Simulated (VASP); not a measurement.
# MgO in VASP: notebook

Aim: see how the results for MgO move with the level of theory and the settings. Levels: PBE, r2SCAN. Tasks: single point.

Everything below comes from runs of VASP 6.6.1. Logs are shortened: lines on timing, memory, paths and dates and some standing lists are left out, and cuts for length are marked.

### 1 The cell of the first run

The structure is orthorhombic, space group Cmmm (No. 65). The conventional cell has a = 3.628 Å, b = 3.792 Å, c = 2.623 Å, α = 90.00°, β = 90.00°, γ = 90.00°. Within 3.0 Å of Mg (site symmetry mmm) lie 8 O at 2.24 to 2.31 Å and 6 Mg at 2.62 Å. Within 3.0 Å of O (site symmetry mmm) lie 8 Mg at 2.24 to 2.31 Å and 6 O at 2.62 Å.

### 2 Single point, PBE (shear xy strain +4.4%)

Contents of INCAR:

```
SYSTEM = MgO
ALGO     = Normal         ! electronic algorithm
EDIFF    = 1E-6           ! SCF threshold, eV
ENCUT    = 520            ! plane-wave cutoff, eV
GGA      = PE             ! functional
ISIF     = 2              ! what is computed and relaxed
ISMEAR   = -1             ! smearing method
LASPH    = .True.         ! aspherical terms in the spheres
LCHARG   = .False.        ! write CHGCAR
LREAL    = .False.        ! projectors in reciprocal space
LWAVE    = .False.        ! write WAVECAR
NBANDS   = 11             ! bands
NELM     = 80             ! most SCF steps
PREC     = Accurate       ! precision mode
SIGMA    = 0.02           ! smearing width, eV
```

Contents of KPOINTS:

```
k-points
0
Gamma
  10 10 10
  0 0 0
```

Contents of POSCAR:

```
MgO
1.0
    2.6233491278      0.0582383506      0.0000000000
    0.0582383506      2.6233491278      0.0000000000
    0.0000000000      0.0000000000      2.6233491278
Mg O
1 1
Direct
    0.0000000000      0.0000000000      0.0000000000
    0.5000000000      0.5000000000      0.5000000000
```

Potentials or basis: VASP PAW PBE potentials, release 64 (Mg, O).

On the command line:

```console
cat potpaw_PBE.64/Mg/POTCAR potpaw_PBE.64/O/POTCAR > POTCAR
mpirun -np 1 vasp_std > vasp.out
```

OUTCAR:

```text
SYSTEM = MgO
   EDIFF = 1E-6
   ENCUT = 520
   GGA = PE
   ISIF = 2
   ISMEAR = -1
   LASPH = .True.
   LREAL = .False.
   NELM = 80
   PREC = Accurate

 ion  position               nearest neighbor table
   1  0.000  0.000  0.000-   2 2.24   2 2.24   2 2.24   2 2.24   2 2.31   2 2.31   2 2.31   2 2.31

   2  0.500  0.500  0.500-   1 2.24   1 2.24   1 2.24   1 2.24   1 2.31   1 2.31   1 2.31   1 2.31

  LATTYP: Found a base centered orthorhombic cell.
 ALAT       =     3.6276144501
 B/A-ratio  =     1.0454080589
 C/A-ratio  =     0.7231609544

  Lattice vectors:

 A1 = (  -0.0582383506,  -2.6233491278,   0.0000000000)
 A2 = (   2.6233491278,   0.0582383506,   0.0000000000)
 A3 = (   0.0000000000,   0.0000000000,   2.6233491278)

Analysis of symmetry for initial positions (statically):
=====================================================================
 Subroutine PRICEL returns:
 Original cell was already a primitive cell.

 Routine SETGRP: Setting up the symmetry group for a
 base centered orthorhombic supercell.

 Subroutine GETGRP returns: Found  8 space group operations
 (whereof  8 operations were pure point group operations)
 out of a pool of  8 trial point group operations.

The static configuration has the point symmetry D_2h.

Analysis of symmetry for dynamics (positions and initial velocities):
=====================================================================
 Subroutine PRICEL returns:
 Original cell was already a primitive cell.

 Routine SETGRP: Setting up the symmetry group for a
 base centered orthorhombic supercell.

 Subroutine GETGRP returns: Found  8 space group operations
 (whereof  8 operations were pure point group operations)
 out of a pool of  8 trial point group operations.

The dynamic configuration has the point symmetry D_2h.

 Subroutine INISYM returns: Found  8 space group operations
 (whereof  8 operations are pure point group operations),
 and found     1 'primitive' translations

----------------------------------------------------------------------------------------

                                     Primitive cell

  volume of cell :      18.0449

  direct lattice vectors                    reciprocal lattice vectors
     2.623349128  0.058238351  0.000000000     0.381380073 -0.008466638  0.000000000
     0.058238351  2.623349128  0.000000000    -0.008466638  0.381380073  0.000000000
     0.000000000  0.000000000  2.623349128     0.000000000  0.000000000  0.381192114

  length of vectors
     2.623995494  2.623995494  2.623349128     0.381474042  0.381474042  0.381192114

  position of ions in fractional coordinates (direct lattice)
     0.000000000  0.000000000  0.000000000
     0.500000000  0.500000000  0.500000000

  ion indices of the primitive-cell ions
   primitive index   ion index
                 1           1
                 2           2

----------------------------------------------------------------------------------------

 KPOINTS: k-points

Automatic generation of k-mesh.
 Grid dimensions read from file:
 generate k-points for:   10   10   10

 Generating k-lattice:

  Cartesian coordinates                     Fractional coordinates (reciprocal lattice)
     0.038138007 -0.000846664  0.000000000     0.100000000 -0.000000000  0.000000000
    -0.000846664  0.038138007  0.000000000    -0.000000000  0.100000000  0.000000000
     0.000000000  0.000000000  0.038119211     0.000000000  0.000000000  0.100000000

  Length of vectors
     0.038147404  0.038147404  0.038119211

  Shift w.r.t. Gamma in fractional coordinates (k-lattice)
     0.000000000  0.000000000  0.000000000

 Subroutine IBZKPT returns following result:
 ===========================================

 Found    186 irreducible k-points:

 Following reciprocal coordinates:
            Coordinates               Weight
  0.000000  0.000000  0.000000      1.000000
  0.100000  0.000000  0.000000      4.000000
  0.200000  0.000000  0.000000      4.000000
  0.300000  0.000000  0.000000      4.000000
  0.400000  0.000000  0.000000      4.000000
  0.500000  0.000000  0.000000      2.000000
[... 16 lines left out ...]
  0.300000  0.300000  0.000000      2.000000
  0.400000  0.300000  0.000000      4.000000
 [... further k-points ...]
   k-points           NKPTS =    186   k-points in BZ     NKDIM =    186   number of bands    NBANDS=     11
   number of dos      NEDOS =    301   number of ions     NIONS =      2
   total plane-waves  NPLWV =   8000
   dimension x,y,z NGX =    20 NGY =   20 NGZ =   20
   dimension x,y,z NGXF=    40 NGYF=   40 NGZF=   40
   ions per type =               1   1
   NGX,Y,Z   is equivalent  to a cutoff of  12.67, 12.67, 12.67 a.u.
   NGXF,Y,Z  is equivalent  to a cutoff of  25.34, 25.34, 25.35 a.u.
 SYSTEM =  MgO
   PREC   = accura    normal or accurate (medium, high low for compatibility)
   ISTART =      0    job   : 0-new  1-cont  2-samecut
   ICHARG =      2    charge: 1-file 2-atom 10-const
   ISPIN  =      1    spin polarized calculation?
   LNONCOLLINEAR =      F non collinear calculations
   LSORBIT =      F    spin-orbit coupling
   LASPH  =      T    aspherical Exc in radial PAW
   ENCUT  =  520.0 eV  38.22 Ry    6.18 a.u.   4.88  4.88  4.88*2*pi/ulx,y,z
   NELM   =     80;   NELMIN=  2; NELMDL= -5     # of ELM steps
   EDIFF  = 0.1E-05   stopping-criterion for ELM
   LREAL  =      F    real-space projection
   EDIFFG = 0.1E-04   stopping-criterion for IOM
   NSW    =      0    number of steps for IOM
   IBRION =     -1    ionic relax: 0-MD 1-quasi-New 2-CG
   NFREE  =      0    steps in history (QN), initial steepest desc. (CG)
   ISIF   =      2    stress and relaxation
   ISYM   =      2    0-nonsym 1-usesym 2-fastsym
   POTIM  = 0.5000    time-step for ionic-motion
   TEBEG  =    0.0;   TEEND  =   0.0 temperature during run
   PSTRESS=    0.0 pullay stress
   NELECT =       8.0000    total number of electrons
   NUPDOWN=      -1.0000    fix difference up-down
   EMIN   =  10.00;   EMAX   =-10.00  energy-range for DOS
   EFERMI =   0.00;   METHOD = LEGACY
   ISMEAR =    -1;   SIGMA  =   0.02  broadening in eV -4-tet -1-fermi 0-gaus
   EFERMI_NEDOS =   21; number of points for ismear=-14 and -15
   IALGO  =     38    algorithm
   IMIX   =      4    mixing-type and parameters
     AMIX     =   0.40;   BMIX     =  1.00
     AMIX_MAG =   1.60;   BMIX_MAG =  1.00
  volume/ion in A,a.u.               =       9.02        60.89
  Fermi-wavevector in a.u.,A,eV,Ry     =   1.248303  2.358951 21.201428  1.558261
  Thomas-Fermi vector in A             =   2.382396
   LORBIT       =      0    0 simple, 1 ext, 2 COOP (PROOUT), +10 PAW based schemes
   GGA     = PE    functional components
   LHFCALC =     F    Hartree Fock is set to
   AEXX    =    0.0000 exact exchange contribution
   IVDW    =     0    specifies the selected vdW correction
   LEPSILON=     F    determine dielectric tensor
   LRPA    =     F    only Hartree local field effects (RPA)
 non-spin polarized calculation
  energy-cutoff  :      520.00
  volume of cell :       18.04
 maximum number of plane-waves:       498
   NGX =  9   NGY =  9   NGZ =  9

 number of electron       8.0000000 magnetization

 Free energy of the ion-electron system (eV)
  ---------------------------------------------------
  ext. energy  EPLUGINS =         0.00000000
  ---------------------------------------------------
  free energy    TOTEN  =       -10.39481814 eV

  energy without entropy =      -10.39481814  energy(sigma->0) =      -10.39481814

 E-fermi :   5.5928     XC(G=0): -11.3673

 val. band max:        5.1140730373   @ k =   0.5000   0.5000   0.0000
 cond. band min:       7.7512489577   @ k =   0.0000   0.0000   0.0000
 fundamental gap:      2.6371759203
 Fermi energy:         5.5927681919

 k-point     1 :       0.0000    0.0000    0.0000
  band No.  band energies     occupation
      1     -13.4722      2.00000
      2       3.9846      2.00000
      3       4.0969      2.00000
      4       4.2240      2.00000
      5       7.7512      0.00000
      6      15.5978      0.00000
      7      15.6269      0.00000
      8      25.1833      0.00000
      9      25.6221      0.00000
     10      26.0792      0.00000
     11      32.3686      0.00000

 k-point     2 :       0.1000    0.0000    0.0000
  band No.  band energies     occupation
      1     -13.3716      2.00000
      2       3.2377      2.00000
      3       4.1376      2.00000
      4       4.1587      2.00000
      5       8.3681      0.00000
      6      15.8118      0.00000
      7      15.8400      0.00000
      8      25.1806      0.00000
      9      25.4424      0.00000
     10      26.0867      0.00000
     11      31.3808      0.00000

 k-point     3 :       0.2000    0.0000    0.0000
  band No.  band energies     occupation
      1     -13.0934      2.00000
      2       1.6309      2.00000
      3       4.2464      2.00000
      4       4.2533      2.00000
      5       9.4647      0.00000
      6      16.1065      0.00000
      7      16.4441      0.00000
      8      24.8587      0.00000
      9      24.9159      0.00000
     10      26.7294      0.00000
     11      29.4078      0.00000

 k-point     4 :       0.3000    0.0000    0.0000
  band No.  band energies     occupation
      1     -12.7134      2.00000
      2       0.0753      2.00000
      3       4.3853      2.00000
      4       4.3855      2.00000
      5      10.5950      0.00000
      6      15.8669      0.00000
      7      17.4680      0.00000
      8      24.1124      0.00000
      9      24.1832      0.00000
     10      26.7089      0.00000
     11      28.6027      0.00000

 k-point     5 :       0.4000    0.0000    0.0000
  band No.  band energies     occupation
      1     -12.3680      2.00000
      2      -1.0376      2.00000
      3       4.4971      2.00000
      4       4.5022      2.00000
      5      11.6562      0.00000
      6      15.1692      0.00000
      7      18.7975      0.00000
      8      23.2192      0.00000
      9      23.5582      0.00000
     10      24.4236      0.00000
     11      29.0370      0.00000
[... 211 lines left out ...]
 k-point    21 :      -0.3000    0.2000    0.0000
  band No.  band energies     occupation
      1     -12.3694      2.00000
      2       0.3811      2.00000
      3       2.4138      2.00000
      4       4.5566      2.00000
      5      11.8929      0.00000
      6      15.7016      0.00000
      7      16.9519      0.00000
      8      23.9829      0.00000
      9      24.3801      0.00000
     10      25.7965      0.00000
     11      27.2590      0.00000

 k-point    22 :      -0.2000    0.2000    0.0000
  band No.  band energies     occupation
      1     -12.7208      2.00000
      2       1.4494      2.00000
      3       2.4787      2.00000
      4       4.4060      2.00000
      5      10.9266      0.00000
      6      16.3715      0.00000
      7      16.5906      0.00000
      8      24.3717      0.00000
      9      24.7511      0.00000
     10      26.6590      0.00000
     11      28.1780      0.00000

 k-point    23 :       0.3000    0.3000    0.0000
  band No.  band energies     occupation
      1     -12.1038      2.00000
      2       0.7073      2.00000
      3       1.4628      2.00000
      4       4.7221      2.00000
      5      12.2071      0.00000
      6      14.5598      0.00000
      7      17.5477      0.00000
      8      22.1934      0.00000
      9      24.3941      0.00000
     10      26.0605      0.00000
     11      26.4138      0.00000

 k-point    24 :       0.4000    0.3000    0.0000
  band No.  band energies     occupation
      1     -11.8132      2.00000
      2      -0.0036      2.00000
      3       1.5253      2.00000
      4       4.8572      2.00000
      5      12.0276      0.00000
      6      14.6789      0.00000
      7      17.6156      0.00000
      8      21.3147      0.00000
      9      24.1367      0.00000
     10      25.9547      0.00000
     11      27.4914      0.00000

 [... further k-points ...]

------------------------ aborting loop because EDIFF is reached ----------------------------------------

  FORCE on cell =-STRESS in cart. coord.  units (eV):
  Direction    XX          YY          ZZ          XY          YZ          ZX
  --------------------------------------------------------------------------------------
  -------------------------------------------------------------------------------------
  Total        0.6488321      0.6488321      0.6348689      0.2711819      0.0000000      0.0000000
  in kB       57.6087856     57.6087856     56.3690146     24.0778162      0.0000000      0.0000000
  external PRESSURE =      57.1955286 kB  Pullay stress =       0.0000000 kB

 VOLUME and BASIS-vectors are now :
 -----------------------------------------------------------------------------
  energy-cutoff  :      520.00
  volume of cell :       18.04
      direct lattice vectors                 reciprocal lattice vectors
     2.623349128  0.058238351  0.000000000     0.381380073 -0.008466638  0.000000000
     0.058238351  2.623349128  0.000000000    -0.008466638  0.381380073  0.000000000
     0.000000000  0.000000000  2.623349128     0.000000000  0.000000000  0.381192114

 POSITION                                       TOTAL-FORCE (eV/Angst)
 -----------------------------------------------------------------------------------
      0.00000      0.00000      0.00000        -0.000000      0.000000      0.000000
      1.34079      1.34079      1.31167         0.000000      0.000000      0.000000
 -----------------------------------------------------------------------------------
    total drift:                                0.000000      0.000000      0.000000

  FREE ENERGIE OF THE ION-ELECTRON SYSTEM (eV)
  ---------------------------------------------------
  free  energy   TOTEN  =       -10.3948181350 eV

  energy  without entropy=      -10.3948181350  energy(sigma->0) =      -10.39481814
```

It took 16 s on 1 thread of Intel Xeon 6975P-C (Granite Rapids), shared host; peak memory 0.15 GiB.

Results:

```yaml
Free_energy: -10.3948 eV
Pressure: 5.7 GPa
Band_gap_on_the_k_mesh: 2.64 eV, indirect (least direct gap 3.53 eV)
```

Caveat: the cell differs from its parent crystal (shear xy strain +4.4%). A k mesh can miss the band edges.

### 3 Single point, r2SCAN (epitaxial xy strain -0.9%)

Contents of POSCAR:

```
MgO
1.0
    2.6010506602      0.0000000000      0.0000000000
    0.0000000000      2.6010506602      0.0000000000
    0.0000000000      0.0000000000      2.6183176627
Mg O
1 1
Direct
    0.0000000000      0.0000000000      0.0000000000
    0.5000000000      0.5000000000      0.5000000000
```

Contents of INCAR.step1:

```
ALGO = Normal
EDIFF = 1E-4
ENCUT = 520
GGA = PE
ISMEAR = 0
LASPH = True
LCHARG = False
LREAL = False
LWAVE = True
NBANDS = 11
NELM = 60
PREC = Accurate
SIGMA = 0.01
```

Contents of INCAR.step2:

```
ALGO = Normal
EDIFF = 1E-7
ENCUT = 520
ISIF = 2
ISMEAR = 0
ISTART = 1
LASPH = True
LCHARG = True
LELF = True
LMIXTAU = True
LREAL = False
LVHAR = True
LWAVE = False
METAGGA = R2SCAN
NBANDS = 11
NELM = 60
PREC = Accurate
SIGMA = 0.01
```

Contents of KPOINTS:

```
k-points
0
Gamma
  10 10 10
```

Potentials or basis: VASP PAW PBE potentials, release 64 (Mg, O).

On the command line:

```console
cat potpaw_PBE.64/Mg/POTCAR potpaw_PBE.64/O/POTCAR > POTCAR
cp INCAR.step1 INCAR
mpirun -np 1 vasp_std > vasp.out
cp INCAR.step2 INCAR
mpirun -np 1 vasp_std > vasp.out
```

Run time: 42 s. Hardware: 1 thread of Intel Xeon 6975P-C (Granite Rapids), shared host; peak memory 0.14 GiB.

It converged, with:

- Free energy: -14.5253 eV
- Pressure: 1.9 GPa
- Band gap on the k mesh: 3.61 eV, indirect (least direct gap 4.68 eV)

Stress tensor (GPa, compression positive):
```
 3.49  0.00  0.00
 0.00  3.49  0.00
 0.00  0.00 -1.30
```

Levels at points of the mesh, in eV from the valence-band top:
| k point | band 2 | band 3 | band 4 | band 5 | band 6 | band 7 |
| --- | --- | --- | --- | --- | --- | --- |
| (0.00, 0.00, 0.00) | -1.17 | -1.07 | -1.07 | 3.61 | 11.42 | 11.55 |
| (0.50, 0.00, 0.00) | -6.74 | -0.69 | -0.59 | 8.13 | 10.85 | 15.90 |
| (0.50, 0.50, 0.00) | -4.95 | -4.95 | -0.07 | 6.00 | 13.64 | 13.64 |
| (0.00, 0.00, 0.50) | -6.77 | -0.61 | -0.61 | 8.22 | 10.79 | 15.89 |
| (0.50, 0.00, 0.50) | -4.99 | -4.98 | 0.00 | 5.90 | 13.61 | 13.73 |
| (0.50, 0.50, 0.50) | -3.91 | -3.91 | -3.89 | 8.46 | 8.46 | 8.52 |

Caveat: the cell differs from its parent crystal (epitaxial xy strain -0.9%); the PAW data sets were made with another functional, which shifts forces and pressure a little. A k mesh can miss the band edges.

(Continued in part 2 of 2.)
